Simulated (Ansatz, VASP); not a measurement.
## One calculation of Be3Se4, two programs

The input INCAR:

```
PREC = Accurate ; ENCUT = 600
EDIFF = 1E-6 ; ISMEAR = 0
SIGMA = 0.2 ; LREAL = F
LASPH = T ; NELM = 60
ALGO = Normal ; ISIF = 3
LWAVE = F ; LCHARG = F
GGA = PE ; IBRION = 2
NSW = 36 ; EDIFFG = -0.08
```

Contents of KPOINTS:

```
regular mesh
0
Gamma
  3 3 3
```

Contents of POSCAR:

```
Be3Se4
1.0
    5.0400000000      0.0000000000      0.0000000000
    0.0000000000      5.0400000000      0.0000000000
    0.0000000000      0.0000000000      5.0400000000
Be Se
3 4
Direct
    0.5000000000      0.0000000000      0.5000000000
    0.0000000000      0.5000000000      0.5000000000
    0.5000000000      0.5000000000      0.0000000000
    0.7400000000      0.7400000000      0.2600000000
    0.2600000000      0.2600000000      0.2600000000
    0.7400000000      0.2600000000      0.7400000000
    0.2600000000      0.7400000000      0.7400000000
```

Input for Ansatz:

```yaml
crystal:
  lattice:
    - [5.04, 0.0, 0.0]
    - [0.0, 5.04, 0.0]
    - [0.0, 0.0, 5.04]
  atoms:
    - { symbol: Be, position: [0.5, 0.0, 0.5] }
    - { symbol: Be, position: [0.0, 0.5, 0.5] }
    - { symbol: Be, position: [0.5, 0.5, 0.0] }
    - { symbol: Se, position: [0.74, 0.74, 0.26] }
    - { symbol: Se, position: [0.26, 0.26, 0.26] }
    - { symbol: Se, position: [0.74, 0.26, 0.74] }
    - { symbol: Se, position: [0.26, 0.74, 0.74] }
basis:
  ecutwfc: 420
kpoints:
  mp_grid: { grid: [3, 3, 3] }
hamiltonian:
  xc: pbe
scf:
  occupations: { method: gaussian, width: 0.2 }
  lower_state_search: "off"
output:
  forces: true
  stress: true
  eigenvalues: true
relax:
  adjacent_minimum: "off"
  f_tol: 0.08
  max_steps: 16
  cell: { stress_tol: 0.8 }
```

Change from the starting cell: built by hand: ordered-vacancy zincblende (P-43m CdIn2Se4 type) (P-43m, No. 215).

Alike in both runs: task relaxation of cell and atoms; functional PBE; k mesh 3 × 3 × 3; occupations gaussian, width 0.2 eV; no spin polarisation.

```csv
,VASP,Ansatz
version,VASP 6.6.1,Ansatz 0.2.0
potentials or method,"VASP PAW PBE potentials, release 64 (Be, Se), cutoff 600 eV","scalar-relativistic, plane waves, PAW"
valence electrons in the cell,30,70
```

```tsv
	VASP	Ansatz	Ansatz less VASP
gap on the k mesh at the Fermi level, each at its own relaxed structure (eV)	none	none	-
relaxed volume (Å³/atom)	19.17	19.18	+0.010
relaxed cell length with the largest relative difference (Å)	5.120	5.120	+0.0009
```

A gap of «none» marks a metal or a gap that the smearing closes. VASP's potentials hold 30 valence electrons a cell and Ansatz's 70, so a difference there can come from the potentials and not from the codes.

The k mesh is coarse, so the values compare programs but aren't converged.
